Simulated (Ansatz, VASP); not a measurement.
One calculation of CaSe, two programs

File POSCAR:

```
CaSe
1.0
    0.0000000000      2.9560000000      2.9560000000
    2.9560000000      0.0000000000      2.9560000000
    2.9560000000      2.9560000000      0.0000000000
Ca Se
1 1
Direct
    0.0000000000      0.0000000000      0.0000000000
    0.5000000000      0.5000000000      0.5000000000
```

Contents of INCAR.step1:

```
  PREC = Accurate
  ENCUT = 400
  EDIFF = 1E-5
  ISMEAR = 0
  SIGMA = 0.01
  LREAL = F
  LASPH = T
  NELM = 120
  ALGO = Normal
  ISIF = 2
  LWAVE = T
  LCHARG = F
  NBANDS = 15
  GGA = PE
  GGA_COMPAT = F
```

INCAR.step2

```
  PREC = Accurate
  ENCUT = 400
  EDIFF = 1E-6
  ISMEAR = 0
  SIGMA = 0.01
  LREAL = F
  LASPH = T
  NELM = 120
  ALGO = Normal
  ISIF = 2
  LWAVE = F
  LCHARG = F
  GGA = PE
  LHFCALC = T
  AEXX = 0.25
  PRECFOCK = Normal
  NBANDS = 15
  ISTART = 1
  GGA_COMPAT = F
```

Contents of KPOINTS:

```
regular mesh
0
Gamma
  2 2 2
```

Input for Ansatz:

```yaml
crystal:
  lattice:
    - [0.0, 2.956, 2.956]
    - [2.956, 0.0, 2.956]
    - [2.956, 2.956, 0.0]
  atoms:
    - { symbol: Ca, position: [0.0, 0.0, 0.0] }
    - { symbol: Se, position: [0.5, 0.5, 0.5] }
accuracy: low
kpoints:
  mp_grid:
    grid: [2, 2, 2]
    shift: [0.0, 0.0, 0.0]
hamiltonian:
  xc: pbe0
scf:
  convergence:
    dr2_threshold: 1.0e-08
  lower_state_search: light
  occupations:
    method: fixed
  eigensolver:
    kind: davidson
output:
  eigenvalues: true
```

Alike in both runs: task single point; functional PBE0; k mesh 2 × 2 × 2; no spin polarisation.

```csv
,VASP,Ansatz
version,VASP 6.6.1,Ansatz 0.2.0
potentials or method,"VASP PAW PBE potentials, release 64 (Ca_sv, Se)","plane waves, PAW"
plane-wave cutoff (eV),400,420
occupations,"gaussian, width 0.01 eV",fixed
valence electrons in the cell,16,26
```

|  | VASP | Ansatz | Ansatz less VASP |
| --- | --- | --- | --- |
| gap on the k mesh at the Fermi level (eV) | 3.80 | 3.67 | -0.131 |

VASP's potentials hold 16 valence electrons a cell and Ansatz's 26, so a difference there can come from the potentials and not from the codes.

The k mesh is coarse, so the values compare programs but aren't converged.
